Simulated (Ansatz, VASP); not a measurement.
## Mo: VASP beside Ansatz

```
Mo
1.0
    -1.58814    1.74616    1.40641
     1.58814   -1.74616    1.40641
     1.58814    1.74616   -1.40641
Mo
1
Direct
  0.00000 0.00000 0.00000
```

Change from the starting cell: strain +e along x and -e along y -0.0500, strain +e along z and -e/2 along x and y -0.1100.

Alike in both runs: task single point; functional PBE; k mesh 20 × 20 × 20; occupations gaussian, width 0.15 eV; no spin polarisation.

```csv
,VASP,Ansatz
version,VASP 6.6.1,Ansatz 0.2.0
potentials or method,"VASP PAW PBE potentials, release 64 (Mo_sv), cutoff 520 eV","scalar-relativistic, plane waves, PAW"
valence electrons in the cell,14,14
```

Ansatz gave:

| Property | Result |
| --- | --- |
| gap on the k mesh at the Fermi level (eV) | none |
| pressure (GPa) | 6.7 |
| traceless stress, the component that is largest in VASP (GPa) | 19.05 |

Task: Estimate VASP's values.

Result: gap on the k mesh at the Fermi level (eV): none; pressure (GPa): 7.3; traceless stress, the component that is largest in VASP (GPa): 19.10.

A gap of «none» marks a metal or a gap that the smearing closes.
